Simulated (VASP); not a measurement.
# V3MoS8 (R-3m) in VASP: single point with PBE

Aim: the single point of V3MoS8 with PBE.

Everything below comes from runs of VASP 6.6.1. Logs are shortened: lines on timing, memory, paths and dates and some standing lists are left out, and cuts for length are marked.

### 1 The cell of the first run

Symmetry: R-3m, No. 166, trigonal system. The conventional cell has a = 6.381 Å, b = 6.381 Å, c = 20.528 Å, α = 90.00°, β = 90.00°, γ = 120.00°. Within 3.2 Å of V (site symmetry 2/m) lie 6 S at 2.35 to 2.36 Å and 4 V at 3.19 Å and 2 Mo at 3.19 Å. Mo (site symmetry -3m) has 6 S at 2.41 Å and 6 V at 3.19 Å within 3.2 Å. S (site symmetry m) has 2 V at 2.36 Å and 1 Mo at 2.41 Å and 6 S at 3.12 to 3.26 Å within 3.3 Å. S (site symmetry 3m) has 3 V at 2.35 Å and 6 S at 3.19 Å within 3.2 Å.

### 2 Single point, PBE, collinear spin, ferromagnetic start

INCAR reads:

```
  PREC = Accurate
  ENCUT = 520
  EDIFF = 1E-6
  ISMEAR = 0
  SIGMA = 0.1
  LREAL = F
  LASPH = T
  NELM = 150
  ALGO = Normal
  ISIF = 2
  LWAVE = F
  LCHARG = F
  ISPIN = 2
  MAGMOM = -0.64 -0.64 -0.64 -0.27 0 0 0 0 0 0 0 0
  LORBIT = 11
  LMAXMIX = 4
  GGA = PE
  NBANDS = 66
  KPAR = 4
```

KPOINTS reads:

```
Automatic mesh
0
Gamma
  6 6 6
```

POSCAR reads:

```
V3MoS8
1.0
    3.1902798777      1.8419089295      6.8425097045
   -3.1902798777      1.8419089295      6.8425097045
    0.0000000000     -3.6838179091      6.8425096910
V Mo S
3 1 8
Direct
    0.5000000000      0.0000000000      0.0000000000
    0.0000000000      0.5000000000      0.0000000000
    0.0000000000      0.0000000000      0.5000000000
    0.5000000000      0.5000000000      0.5000000000
    0.7437630000      0.2322030000      0.7437630000
    0.7437630000      0.7437630000      0.2322030000
    0.2322030000      0.7437630000      0.7437630000
    0.2379940000      0.2379940000      0.2379940000
    0.2562370000      0.7677970000      0.2562370000
    0.2562370000      0.2562370000      0.7677970000
    0.7677970000      0.2562370000      0.2562370000
    0.7620060000      0.7620060000      0.7620060000
```

Potentials or basis: VASP PAW PBE potentials, release 64 (V_sv, Mo_sv, S).

On the command line:

```sh
$ cat potpaw_PBE.64/V_sv/POTCAR potpaw_PBE.64/Mo_sv/POTCAR potpaw_PBE.64/S/POTCAR > POTCAR
$ mpirun -np 4 vasp_std > vasp.out
```

OUTCAR:

```text
PREC = Accurate
   ENCUT = 520
   EDIFF = 1E-6
   ISMEAR = 0
   LREAL = F
   LASPH = T
   NELM = 150
   ISIF = 2
   ISPIN = 2
   LORBIT = 11
   GGA = PE

 ion  position               nearest neighbor table
   1  0.500  0.000  0.000-   8 2.35  12 2.35  10 2.36   6 2.36   5 2.36   9 2.36   4 3.19   4 3.19

   2  0.000  0.500  0.000-   8 2.35  12 2.35  10 2.36   6 2.36  11 2.36   7 2.36   4 3.19   4 3.19

   3  0.000  0.000  0.500-   8 2.35  12 2.35   5 2.36   9 2.36  11 2.36   7 2.36   4 3.19   4 3.19

   4  0.500  0.500  0.500-   5 2.41   7 2.41   9 2.41  11 2.41  10 2.41   6 2.41   3 3.19   3 3.19
                             1 3.19   1 3.19   2 3.19   2 3.19
   5  0.744  0.232  0.744-   3 2.36   1 2.36   4 2.41
   6  0.744  0.744  0.232-   1 2.36   2 2.36   4 2.41
   7  0.232  0.744  0.744-   3 2.36   2 2.36   4 2.41
   8  0.238  0.238  0.238-   1 2.35   2 2.35   3 2.35
   9  0.256  0.768  0.256-   3 2.36   1 2.36   4 2.41
  10  0.256  0.256  0.768-   1 2.36   2 2.36   4 2.41
  11  0.768  0.256  0.256-   3 2.36   2 2.36   4 2.41
  12  0.762  0.762  0.762-   1 2.35   2 2.35   3 2.35

  LATTYP: Found a trigonal (rhomboedric) cell.
 ALAT       =     7.7711294712
 COS(alpha) =     0.6629306406

  Lattice vectors:

 A1 = (   3.1902798777,   1.8419089295,   6.8425097045)
 A2 = (  -3.1902798777,   1.8419089295,   6.8425097045)
 A3 = (   0.0000000000,  -3.6838179091,   6.8425096910)

Analysis of symmetry for initial positions (statically):
=====================================================================
 Subroutine PRICEL returns:
 Original cell was already a primitive cell.

 Routine SETGRP: Setting up the symmetry group for a
 trigonal (rhombohedral) supercell.

 Subroutine GETGRP returns: Found 12 space group operations
 (whereof 12 operations were pure point group operations)
 out of a pool of 12 trial point group operations.

The static configuration has the point symmetry D_3d.

Analysis of symmetry for dynamics (positions and initial velocities):
=====================================================================
 Subroutine PRICEL returns:
 Original cell was already a primitive cell.

 Routine SETGRP: Setting up the symmetry group for a
 trigonal (rhombohedral) supercell.

 Subroutine GETGRP returns: Found 12 space group operations
 (whereof 12 operations were pure point group operations)
 out of a pool of 12 trial point group operations.

The dynamic configuration has the point symmetry D_3d.

Analysis of structural, dynamic, and magnetic symmetry:
=====================================================================
 Subroutine PRICEL returns:
 Original cell was already a primitive cell.

 Routine SETGRP: Setting up the symmetry group for a
 trigonal (rhombohedral) supercell.

 Subroutine GETGRP returns: Found 12 space group operations
 (whereof 12 operations were pure point group operations)
 out of a pool of 12 trial point group operations.

The overall configuration has the point symmetry D_3d.

 Subroutine INISYM returns: Found 12 space group operations
 (whereof 12 operations are pure point group operations),
 and found     1 'primitive' translations

----------------------------------------------------------------------------------------

                                     Primitive cell

  volume of cell :     241.2479

  direct lattice vectors                    reciprocal lattice vectors
     3.190279878  1.841908929  6.842509705     0.156726061  0.090485834  0.048715069
    -3.190279878  1.841908929  6.842509705    -0.156726061  0.090485834  0.048715069
     0.000000000 -3.683817909  6.842509691     0.000000000 -0.180971668  0.048715069

  length of vectors
     7.771129471  7.771129471  7.771129471     0.187413720  0.187413720  0.187413720

  position of ions in fractional coordinates (direct lattice)
     0.500000000  0.000000000  1.000000000
     0.000000000  0.500000000  1.000000000
     0.000000000  0.000000000  0.500000000
     0.500000000  0.500000000  0.500000000
     0.743763000  0.232203000  0.743763000
[... 90 lines left out ...]
   LSORBIT =      F    spin-orbit coupling
   LASPH  =      T    aspherical Exc in radial PAW
   ENCUT  =  520.0 eV  38.22 Ry    6.18 a.u.  14.45 14.45 14.45*2*pi/ulx,y,z
   NELM   =    150;   NELMIN=  2; NELMDL= -5     # of ELM steps
   EDIFF  = 0.1E-05   stopping-criterion for ELM
   LREAL  =      F    real-space projection
   EDIFFG = 0.1E-04   stopping-criterion for IOM
   NSW    =      0    number of steps for IOM
   IBRION =     -1    ionic relax: 0-MD 1-quasi-New 2-CG
   NFREE  =      0    steps in history (QN), initial steepest desc. (CG)
   ISIF   =      2    stress and relaxation
   ISYM   =      2    0-nonsym 1-usesym 2-fastsym
   POTIM  = 0.5000    time-step for ionic-motion
   TEBEG  =    0.0;   TEEND  =   0.0 temperature during run
   PSTRESS=    0.0 pullay stress
   NELECT =     101.0000    total number of electrons
   NUPDOWN=      -1.0000    fix difference up-down
   EMIN   =  10.00;   EMAX   =-10.00  energy-range for DOS
   EFERMI =   0.00;   METHOD = LEGACY
   ISMEAR =     0;   SIGMA  =   0.10  broadening in eV -4-tet -1-fermi 0-gaus
   EFERMI_NEDOS =   21; number of points for ismear=-14 and -15
   IALGO  =     38    algorithm
   IMIX   =      4    mixing-type and parameters
     AMIX     =   0.40;   BMIX     =  1.00
     AMIX_MAG =   1.60;   BMIX_MAG =  1.00
  volume/ion in A,a.u.               =      20.10       135.67
  Fermi-wavevector in a.u.,A,eV,Ry     =   1.224694  2.314335 20.407027  1.499874
  Thomas-Fermi vector in A             =   2.359759
   LORBIT       =     11    0 simple, 1 ext, 2 COOP (PROOUT), +10 PAW based schemes
   GGA     = PE    functional components
   LHFCALC =     F    Hartree Fock is set to
   AEXX    =    0.0000 exact exchange contribution
   IVDW    =     0    specifies the selected vdW correction
   LEPSILON=     F    determine dielectric tensor
   LRPA    =     F    only Hartree local field effects (RPA)
 spin polarized calculation
 Gauss-broadening in eV      SIGMA  =   0.10
  energy-cutoff  :      520.00
  volume of cell :      241.25
 maximum number of plane-waves:      6517
 NGX is ok and might be reduce to    60
   NGX = 29   NGY = 29   NGZ = 29

 number of electron     101.0000005 magnetization      -0.0379497

 Free energy of the ion-electron system (eV)
  ---------------------------------------------------
  ext. energy  EPLUGINS =         0.00000000
  ---------------------------------------------------
  free energy    TOTEN  =       -80.54182917 eV

  energy without entropy =      -80.49506591  energy(sigma->0) =      -80.51844754

 E-fermi :   5.0474     XC(G=0):  -9.6597

 val. band max:        5.0448450784   @ k =   0.5000   0.3333   0.1667
 cond. band min:       5.0536289761   @ k =   0.1667   0.1667   0.1667
 fundamental gap:      0.0087838978
 Fermi energy:         5.0473523025

 spin component 1

 k-point     1 :       0.0000    0.0000    0.0000
  band No.  band energies     occupation
      1     -59.7246      1.00000
      2     -59.7137      1.00000
      3     -59.7137      1.00000
      4     -56.5246      1.00000
      5     -33.7038      1.00000
      6     -33.6666      1.00000
[... 1549 lines left out ...]
     61       7.1942      0.00000
     62       7.3670      0.00000

 [... further k-points ...]

 spin component 2

 k-point     1 :       0.0000    0.0000    0.0000
  band No.  band energies     occupation
      1     -59.7354      1.00000
      2     -59.7245      1.00000
      3     -59.7245      1.00000
      4     -56.5275      1.00000
      5     -33.7146      1.00000
      6     -33.6760      1.00000
[... 1549 lines left out ...]
     61       7.1899      0.00000
     62       7.3632      0.00000

 [... further k-points ...]

 [bands above 62 left out]

------------------------ aborting loop because EDIFF is reached ----------------------------------------

  FORCE on cell =-STRESS in cart. coord.  units (eV):
  Direction    XX          YY          ZZ          XY          YZ          ZX
  --------------------------------------------------------------------------------------
  -------------------------------------------------------------------------------------
  Total       -0.5803613     -0.5803613     -0.0757485      0.0000000     -0.0000000      0.0000000
  in kB       -3.8542990     -3.8542990     -0.5030611      0.0000000     -0.0000000      0.0000000
  external PRESSURE =      -2.7372197 kB  Pullay stress =       0.0000000 kB

 VOLUME and BASIS-vectors are now :
 -----------------------------------------------------------------------------
  energy-cutoff  :      520.00
  volume of cell :      241.25
      direct lattice vectors                 reciprocal lattice vectors
     3.190279878  1.841908929  6.842509705     0.156726061  0.090485834  0.048715069
    -3.190279878  1.841908929  6.842509705    -0.156726061  0.090485834  0.048715069
     0.000000000 -3.683817909  6.842509691     0.000000000 -0.180971668  0.048715069

 POSITION                                       TOTAL-FORCE (eV/Angst)
 -----------------------------------------------------------------------------------
      1.59514      0.92095      3.42125        -0.000000      0.000000     -0.000000
     -1.59514      0.92095      3.42125         0.000000      0.000000      0.000000
      0.00000     -1.84191      3.42125         0.000000      0.000000      0.000000
      0.00000     -0.00000     10.26376         0.000000      0.000000      0.000000
      1.63202     -0.94225     11.76726        -0.001049      0.000606     -0.003624
      0.00000      1.88449     11.76726         0.000000     -0.001211     -0.003624
     -1.63202     -0.94225     11.76726         0.001049      0.000606     -0.003624
      0.00000     -0.00000      4.88543         0.000000     -0.000000      0.016299
     -1.63202      0.94225      8.76027         0.001049     -0.000606      0.003624
      0.00000     -1.88449      8.76027         0.000000      0.001211      0.003624
      1.63202      0.94225      8.76027        -0.001049     -0.000606      0.003624
      0.00000     -0.00000     15.64210         0.000000      0.000000     -0.016299
 -----------------------------------------------------------------------------------
    total drift:                               -0.000000      0.000000     -0.000000

  FREE ENERGIE OF THE ION-ELECTRON SYSTEM (eV)
  ---------------------------------------------------
  free  energy   TOTEN  =       -80.5418291737 eV

  energy  without entropy=      -80.4950659135  energy(sigma->0) =      -80.51844754

 total charge

# of ion       s       p       d       tot
------------------------------------------
    1        2.253   6.248   3.042  11.543
    2        2.253   6.248   3.042  11.543
    3        2.253   6.248   3.042  11.543
    4        2.301   6.221   3.853  12.375
    5        1.367   2.323   0.000   3.690
    6        1.367   2.323   0.000   3.690
    7        1.367   2.323   0.000   3.690
    8        1.365   2.334   0.000   3.699
    9        1.367   2.323   0.000   3.690
   10        1.367   2.323   0.000   3.690
   11        1.367   2.323   0.000   3.690
   12        1.365   2.334   0.000   3.699
--------------------------------------------------
tot         19.994  43.568  12.980  76.542

 magnetization (x)

# of ion       s       p       d       tot
------------------------------------------
    1       -0.000  -0.000  -0.011  -0.011
    2       -0.000  -0.000  -0.011  -0.011
    3       -0.000  -0.000  -0.011  -0.011
    4       -0.000  -0.000  -0.004  -0.004
    5        0.000   0.000   0.000   0.000
    6        0.000   0.000   0.000   0.000
    7        0.000   0.000   0.000   0.000
    8       -0.000   0.000   0.000   0.000
    9        0.000   0.000   0.000   0.000
   10        0.000   0.000   0.000   0.000
   11        0.000   0.000   0.000   0.000
   12       -0.000   0.000   0.000   0.000
--------------------------------------------------
tot         -0.001   0.002  -0.037  -0.035
```

Run time: 13 min. Hardware: 4 MPI ranks of Intel Xeon Platinum 8259CL at 2.50GHz (Skylake/Cascade Lake), shared host; peak memory 1.1 GiB.

What came out:

| Item | Value |
| --- | --- |
| Free energy | -80.5418 eV |
| Pressure | -0.3 GPa |
| Largest force | 0.016 eV/Å |
| Net moment | -0.04 μB per cell |
| Valence electrons inside the program's atomic spheres | V 11.54; Mo 12.38; S 3.69, 3.70 (each value once) |

Forces in eV/Å, atoms in the order of the input:
```
V    0.000  0.000  0.000
V    0.000  0.000  0.000
V    0.000  0.000  0.000
Mo   0.000  0.000  0.000
S   -0.001  0.001 -0.004
S    0.000 -0.001 -0.004
S    0.001  0.001 -0.004
S    0.000  0.000  0.016
S    0.001 -0.001  0.004
S    0.000  0.001  0.004
S   -0.001 -0.001  0.004
S    0.000  0.000 -0.016
```

Stress tensor (GPa, compression positive):
```
-0.39  0.00  0.00
 0.00 -0.39  0.00
 0.00  0.00 -0.05
```

Levels at points of the mesh, in eV from the Fermi level:
Spin up:
```tsv
k point	band 48	band 49	band 50	band 51	band 52	band 53
(0.00, 0.00, 0.00)	-1.10	-1.07	-0.21	-0.21	-0.13	0.29
(0.50, 0.00, 0.00)	-1.29	-0.67	-0.32	0.47	0.53	0.65
(0.50, 0.50, 0.00)	-1.30	-0.75	-0.39	0.42	0.48	0.80
(0.50, 0.50, 0.50)	-1.03	-0.98	-0.20	-0.20	0.27	0.27
```
Spin down:
```
           k point  band 47  band 48  band 49  band 50  band 51  band 52  band 53  band 54
(0.00, 0.00, 0.00)    -1.10    -1.10    -1.07    -0.22    -0.22    -0.15     0.29     0.29
(0.50, 0.00, 0.00)    -1.45    -1.30    -0.68    -0.33     0.46     0.52     0.64     0.66
(0.50, 0.50, 0.00)    -1.46    -1.31    -0.76    -0.40     0.41     0.47     0.80     0.83
(0.50, 0.50, 0.50)    -1.03    -1.03    -0.98    -0.21    -0.21     0.28     0.28     0.28
```

Caveat: the moments typed at the start vanished in this run. With open d or f shells a metallic result of PBE can be an artefact of self-interaction; +U or a hybrid may open a gap.
